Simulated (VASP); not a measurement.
AlN, 2 atoms in the cell. The structure is cubic, space group F-43m (No. 216). Conventional cell: a = 4.403 Å, b = 4.403 Å, c = 4.403 Å, α = 90.00°, β = 90.00°, γ = 90.00°. Within 2.5 Å of Al (site symmetry -43m) lie 4 N at 1.91 Å. Within 2.5 Å of N (site symmetry -43m) lie 4 Al at 1.91 Å. 

- Program: VASP 6.6.1
- Task: relaxation of cell and atoms
- Functional: PBE
- Potentials or basis: VASP PAW PBE potentials, release 64 (Al, N)
- Cutoff: 600 eV
- k mesh: 10 × 10 × 10
- Occupations: gaussian, width 0.01 eV
- Spin: no spin polarisation
- Target pressure: 9 GPa
- Dipole correction: no
- Further INCAR settings: ALGO = Normal; EDIFF = 1e-07; IBRION = 2; EDIFFG = -0.001; NSW = 80; ISIF = 3

Potentials or basis: VASP PAW PBE potentials, release 64 (Al, N).

The run is started by

```sh
$ cat potpaw_PBE.64/Al/POTCAR potpaw_PBE.64/N/POTCAR > POTCAR
$ mpirun -np 1 vasp_std > vasp.out
```

Hardware: 1 thread of Intel(R) Xeon(R) Platinum 8488C (Sapphire Rapids), on a shared host.

Problem. Estimate the wall time of this run.

Solution. Run time: 22 s on 1 thread of Intel(R) Xeon(R) Platinum 8488C (Sapphire Rapids) (shared host), peak memory 0.16 GiB. Counts: scf iterations 43, k points 47, ion steps 6.
